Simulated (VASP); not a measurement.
# CsBaPt3 (P6_3/mmc) in VASP: a series of runs

Runs on CsBaPt3. Level: PBE. Tasks: single point, relaxation of cell and atoms.

All numbers are computed with VASP 6.6.1; they aren't measurements. Logs are shortened: lines on timing, memory, paths and dates and some standing lists are left out, and cuts for length are marked.

## 1. The cell of the first run

The structure is hexagonal, space group P6_3/mmc (No. 194). The conventional cell has a = 7.072 Å, b = 7.072 Å, c = 6.042 Å, α = 90.00°, β = 90.00°, γ = 120.00°. Within 4.7 Å of Cs (site symmetry -6m2) lie 12 Pt at 3.54 to 3.79 Å and 6 Ba at 4.35 Å. Within 3.1 Å of Ba (site symmetry -3m) lie 6 Pt at 2.34 Å and 2 Ba at 3.02 Å. Pt (site symmetry mm2) has 2 Ba at 2.34 Å and 2 Pt at 3.10 Å within 3.1 Å.

## 2. Single point, PBE

Input file INCAR:

```
SYSTEM = CsBaPt3
PREC = Accurate
ENCUT = 520
EDIFF = 1E-6
ISMEAR = 0
SIGMA = 0.1
LREAL = .False.
LASPH = .True.
NELM = 100
ALGO = Fast
ISIF = 2
LWAVE = .False.
LCHARG = .False.
GGA = PE
NBANDS = 60
```

Input file KPOINTS:

```
regular mesh
0
Gamma
  3 3 4
  0 0 0
```

Input file POSCAR:

```
CsBaPt3
1.0
    7.0718876106      0.0000000000      0.0000000000
   -3.5359438053      6.1244343235      0.0000000000
    0.0000000000      0.0000000000      6.0418791132
Cs Ba Pt
2 2 6
Direct
    0.3333333333      0.6666666667      0.7500000000
    0.6666666667      0.3333333333      0.2500000000
    0.0000000000      0.0000000000      0.5000000000
    0.0000000000      0.0000000000      0.0000000000
    0.1460000000      0.2919999999      0.2500000000
    0.8540000000      0.1460000000      0.7500000000
    0.8540000000      0.7080000001      0.7500000000
    0.1460000000      0.8540000000      0.2500000000
    0.7080000001      0.8540000000      0.2500000000
    0.2919999999      0.1460000000      0.7500000000
```

Potentials or basis: VASP PAW PBE potentials, release 64 (Cs_sv, Ba_sv, Pt).

The run is started by

```
$ cat potpaw_PBE.64/Cs_sv/POTCAR potpaw_PBE.64/Ba_sv/POTCAR potpaw_PBE.64/Pt/POTCAR > POTCAR
$ mpirun -np 1 vasp_std > vasp.out
```

OUTCAR:

```text
SYSTEM = CsBaPt3
   PREC = Accurate
   ENCUT = 520
   EDIFF = 1E-6
   ISMEAR = 0
   LREAL = .False.
   LASPH = .True.
   NELM = 100
   ISIF = 2
   GGA = PE

 ion  position               nearest neighbor table
   1  0.333  0.667  0.750-
   2  0.667  0.333  0.250-
   3  0.000  0.000  0.500-   9 2.34  10 2.34   5 2.34   7 2.34   6 2.34   8 2.34   4 3.02   4 3.02

   4  0.000  0.000  0.000-   9 2.34  10 2.34   5 2.34   7 2.34   6 2.34   8 2.34   3 3.02   3 3.02

   5  0.146  0.292  0.250-   3 2.34   4 2.34   8 3.10   9 3.10
   6  0.854  0.146  0.750-   3 2.34   4 2.34  10 3.10   7 3.10
   7  0.854  0.708  0.750-   3 2.34   4 2.34   6 3.10  10 3.10
   8  0.146  0.854  0.250-   3 2.34   4 2.34   9 3.10   5 3.10
   9  0.708  0.854  0.250-   3 2.34   4 2.34   8 3.10   5 3.10
  10  0.292  0.146  0.750-   3 2.34   4 2.34   6 3.10   7 3.10

  LATTYP: Found a hexagonal cell.
 ALAT       =     7.0718876106
 C/A-ratio  =     0.8543516874

  Lattice vectors:

 A1 = (   7.0718876106,   0.0000000000,   0.0000000000)
 A2 = (  -3.5359438053,   6.1244343235,   0.0000000000)
 A3 = (   0.0000000000,   0.0000000000,   6.0418791132)

Analysis of symmetry for initial positions (statically):
=====================================================================
 Subroutine PRICEL returns:
 Original cell was already a primitive cell.

 Routine SETGRP: Setting up the symmetry group for a
 hexagonal supercell.

 Subroutine GETGRP returns: Found 24 space group operations
 (whereof 12 operations were pure point group operations)
 out of a pool of 24 trial point group operations.

The static configuration has the point symmetry D_3d.
 The point group associated with its full space group is D_6h.

Analysis of symmetry for dynamics (positions and initial velocities):
=====================================================================
 Subroutine PRICEL returns:
 Original cell was already a primitive cell.

 Routine SETGRP: Setting up the symmetry group for a
 hexagonal supercell.

 Subroutine GETGRP returns: Found 24 space group operations
 (whereof 12 operations were pure point group operations)
 out of a pool of 24 trial point group operations.

The dynamic configuration has the point symmetry D_3d.
 The point group associated with its full space group is D_6h.

 Subroutine INISYM returns: Found 24 space group operations
 (whereof 12 operations are pure point group operations),
 and found     1 'primitive' translations

----------------------------------------------------------------------------------------

                                     Primitive cell

  volume of cell :     261.6817

  direct lattice vectors                    reciprocal lattice vectors
     7.071887611  0.000000000  0.000000000     0.141404962  0.081640193  0.000000000
    -3.535943805  6.124434324  0.000000000     0.000000000  0.163280386  0.000000000
     0.000000000  0.000000000  6.041879113     0.000000000  0.000000000  0.165511421

  length of vectors
     7.071887611  7.071887611  6.041879113     0.163280386  0.163280386  0.165511421

  position of ions in fractional coordinates (direct lattice)
     0.333333333  0.666666667  0.750000000
     0.666666667  0.333333333  0.250000000
     0.000000000  0.000000000  0.500000000
     0.000000000  0.000000000  0.000000000
     0.146000000  0.292000000  0.250000000
     0.854000000  0.146000000  0.750000000
     0.854000000  0.708000000  0.750000000
     0.146000000  0.854000000  0.250000000
     0.708000000  0.854000000  0.250000000
     0.292000000  0.146000000  0.750000000

  ion indices of the primitive-cell ions
   primitive index   ion index
                 1           1
                 2           2
                 3           3
                 4           4
                 5           5
                 6           6
                 7           7
                 8           8
                 9           9
                10          10

----------------------------------------------------------------------------------------

 KPOINTS: regular mesh

Automatic generation of k-mesh.
 Grid dimensions read from file:
 generate k-points for:    3    3    4

 Generating k-lattice:

  Cartesian coordinates                     Fractional coordinates (reciprocal lattice)
     0.047134987  0.027213398  0.000000000     0.333333333  0.000000000  0.000000000
     0.000000000  0.054426795  0.000000000     0.000000000  0.333333333  0.000000000
     0.000000000  0.000000000  0.041377855     0.000000000  0.000000000  0.250000000

  Length of vectors
     0.054426795  0.054426795  0.041377855

  Shift w.r.t. Gamma in fractional coordinates (k-lattice)
     0.000000000  0.000000000  0.000000000

 Subroutine IBZKPT returns following result:
 ===========================================

 Found      9 irreducible k-points:

 Following reciprocal coordinates:
            Coordinates               Weight
  0.000000  0.000000  0.000000      1.000000
  0.333333 -0.000000  0.000000      6.000000
  0.333333  0.333333  0.000000      2.000000
  0.000000  0.000000  0.250000      2.000000
  0.333333 -0.000000  0.250000     12.000000
  0.333333  0.333333  0.250000      4.000000
  0.000000  0.000000  0.500000      1.000000
  0.333333 -0.000000  0.500000      6.000000
  0.333333  0.333333  0.500000      2.000000
   k-points           NKPTS =      9   k-points in BZ     NKDIM =      9   number of bands    NBANDS=     60
   number of dos      NEDOS =    301   number of ions     NIONS =     10
   total plane-waves  NPLWV = 139968
   dimension x,y,z NGX =    54 NGY =   54 NGZ =   48
   dimension x,y,z NGXF=   108 NGYF=  108 NGZF=   96
   ions per type =               2   2   6
   NGX,Y,Z   is equivalent  to a cutoff of  12.69, 12.69, 13.21 a.u.
   NGXF,Y,Z  is equivalent  to a cutoff of  25.39, 25.39, 26.41 a.u.
 SYSTEM =  CsBaPt3
   PREC   = accura    normal or accurate (medium, high low for compatibility)
   ISTART =      0    job   : 0-new  1-cont  2-samecut
   ICHARG =      2    charge: 1-file 2-atom 10-const
   ISPIN  =      1    spin polarized calculation?
   LNONCOLLINEAR =      F non collinear calculations
   LSORBIT =      F    spin-orbit coupling
   LASPH  =      T    aspherical Exc in radial PAW
   ENCUT  =  520.0 eV  38.22 Ry    6.18 a.u.  13.15 13.15 11.23*2*pi/ulx,y,z
   NELM   =    100;   NELMIN=  2; NELMDL= -5     # of ELM steps
   EDIFF  = 0.1E-05   stopping-criterion for ELM
   LREAL  =      F    real-space projection
   EDIFFG = 0.1E-04   stopping-criterion for IOM
   NSW    =      0    number of steps for IOM
   IBRION =     -1    ionic relax: 0-MD 1-quasi-New 2-CG
   NFREE  =      0    steps in history (QN), initial steepest desc. (CG)
   ISIF   =      2    stress and relaxation
   ISYM   =      2    0-nonsym 1-usesym 2-fastsym
   POTIM  = 0.5000    time-step for ionic-motion
   TEBEG  =    0.0;   TEEND  =   0.0 temperature during run
   PSTRESS=    0.0 pullay stress
   NELECT =      98.0000    total number of electrons
   NUPDOWN=      -1.0000    fix difference up-down
   EMIN   =  10.00;   EMAX   =-10.00  energy-range for DOS
   EFERMI =   0.00;   METHOD = LEGACY
   ISMEAR =     0;   SIGMA  =   0.10  broadening in eV -4-tet -1-fermi 0-gaus
   EFERMI_NEDOS =   21; number of points for ismear=-14 and -15
   IALGO  =     68    algorithm
   IMIX   =      4    mixing-type and parameters
     AMIX     =   0.40;   BMIX     =  1.00
     AMIX_MAG =   1.60;   BMIX_MAG =  1.00
  volume/ion in A,a.u.               =      26.17       176.59
  Fermi-wavevector in a.u.,A,eV,Ry     =   1.180028  2.229930 18.945659  1.392467
  Thomas-Fermi vector in A             =   2.316328
   LORBIT       =      0    0 simple, 1 ext, 2 COOP (PROOUT), +10 PAW based schemes
   GGA     = PE    functional components
   LHFCALC =     F    Hartree Fock is set to
   AEXX    =    0.0000 exact exchange contribution
   IVDW    =     0    specifies the selected vdW correction
   LEPSILON=     F    determine dielectric tensor
   LRPA    =     F    only Hartree local field effects (RPA)
 non-spin polarized calculation
 RMM-DIIS sequential band-by-band and
 Gauss-broadening in eV      SIGMA  =   0.10
  energy-cutoff  :      520.00
  volume of cell :      261.68
 maximum number of plane-waves:      7071
 NGX is ok and might be reduce to    54
   NGX = 27   NGY = 27   NGZ = 23

 number of electron      98.0000007 magnetization

 Free energy of the ion-electron system (eV)
  ---------------------------------------------------
  ext. energy  EPLUGINS =         0.00000000
  ---------------------------------------------------
  free energy    TOTEN  =       -14.74457355 eV

  energy without entropy =      -14.71044405  energy(sigma->0) =      -14.72750880

 E-fermi :   4.7653     XC(G=0): -10.1128

 val. band max:        4.7556016743   @ k =   0.3333  -0.0000   0.2500
 cond. band min:       4.8355397310   @ k =   0.3333  -0.0000   0.2500
 fundamental gap:      0.0799380567
 Fermi energy:         4.7653083579

 k-point     1 :       0.0000    0.0000    0.0000
  band No.  band energies     occupation
      1     -24.0220      2.00000
      2     -23.2046      2.00000
      3     -16.3063      2.00000
      4     -16.2842      2.00000
      5     -12.5187      2.00000
      6     -10.0648      2.00000
[... 52 lines left out ...]
     59       9.8850      0.00000
     60       9.8979      0.00000

 k-point     2 :       0.3333   -0.0000    0.0000
  band No.  band energies     occupation
      1     -24.0217      2.00000
      2     -23.2045      2.00000
      3     -16.3011      2.00000
      4     -16.2875      2.00000
      5     -12.5158      2.00000
      6     -10.0656      2.00000
[... 430 lines left out ...]
     59       9.0137      0.00000
     60       9.0137      0.00000

 k-point     9 :       0.3333    0.3333    0.5000
  band No.  band energies     occupation
      1     -23.6425      2.00000
      2     -23.6425      2.00000
      3     -16.2926      2.00000
      4     -16.2926      2.00000
      5     -10.7867      2.00000
      6     -10.7867      2.00000
[... 52 lines left out ...]
     59       9.0272      0.00000
     60       9.0305      0.00000

------------------------ aborting loop because EDIFF is reached ----------------------------------------

  FORCE on cell =-STRESS in cart. coord.  units (eV):
  Direction    XX          YY          ZZ          XY          YZ          ZX
  --------------------------------------------------------------------------------------
  -------------------------------------------------------------------------------------
  Total       62.8946399     62.8946399    100.3733566      0.0000000     -0.0000000      0.0000000
  in kB      385.0799029    385.0799029    614.5477978      0.0000000     -0.0000000      0.0000000
  external PRESSURE =     461.5692012 kB  Pullay stress =       0.0000000 kB

 VOLUME and BASIS-vectors are now :
 -----------------------------------------------------------------------------
  energy-cutoff  :      520.00
  volume of cell :      261.68
      direct lattice vectors                 reciprocal lattice vectors
     7.071887611  0.000000000  0.000000000     0.141404962  0.081640193  0.000000000
    -3.535943805  6.124434324  0.000000000     0.000000000  0.163280386  0.000000000
     0.000000000  0.000000000  6.041879113     0.000000000  0.000000000  0.165511421

 POSITION                                       TOTAL-FORCE (eV/Angst)
 -----------------------------------------------------------------------------------
     -0.00000      4.08296      4.53141        -0.000000      0.000000     -0.000000
      3.53594      2.04148      1.51047         0.000000     -0.000000     -0.000000
      0.00000      0.00000      3.02094        -0.000000      0.000000     -0.000000
      0.00000      0.00000      0.00000         0.000000      0.000000     -0.000000
      0.00000      1.78833      1.51047         0.000000     12.104454      0.000000
      5.52314      0.89417      4.53141       -10.482765      6.052227      0.000000
      3.53594      4.33610      4.53141        -0.000000    -12.104454     -0.000000
     -1.98720      5.23027      1.51047        10.482765     -6.052227     -0.000000
      1.98720      5.23027      1.51047       -10.482765     -6.052227     -0.000000
      1.54874      0.89417      4.53141        10.482765      6.052227     -0.000000
 -----------------------------------------------------------------------------------
    total drift:                                0.000000     -0.000000      0.000000

  FREE ENERGIE OF THE ION-ELECTRON SYSTEM (eV)
  ---------------------------------------------------
  free  energy   TOTEN  =       -14.7445735521 eV

  energy  without entropy=      -14.7104440536  energy(sigma->0) =      -14.72750880
```

Wall time 2.2 min (1 thread of AMD EPYC 9R45 (Zen 5), shared host); peak memory 0.39 GiB.

What came out:

```yaml
Free_energy: -14.7446 eV
Pressure: 46.2 GPa
Largest_force: 12.104 eV/Å
Band_gap_on_the_k_mesh: zero (bands 49 and 50 overlap by 0.92 eV)
```

Forces in eV/Å, atoms in the order of the input:
```
Cs    0.000   0.000   0.000
Cs    0.000   0.000   0.000
Ba    0.000   0.000   0.000
Ba    0.000   0.000   0.000
Pt    0.000  12.104   0.000
Pt  -10.483   6.052   0.000
Pt    0.000 -12.104   0.000
Pt   10.483  -6.052   0.000
Pt  -10.483  -6.052   0.000
Pt   10.483   6.052   0.000
```

Stress tensor (GPa, compression positive):
```
38.51  0.00  0.00
 0.00 38.51  0.00
 0.00  0.00 61.45
```

Caveat: the stress differs along the axes, from 39 to 61 GPa; spin-orbit coupling is left out, which moves the levels of the heavy elements; forces of over 1 eV/Å act on the atoms, so gaps and moduli don't describe the material at rest.

(Part 1 of 2 ends here.)

The gap in the log of VASP goes by the Fermi energy; the results here count the filled bands.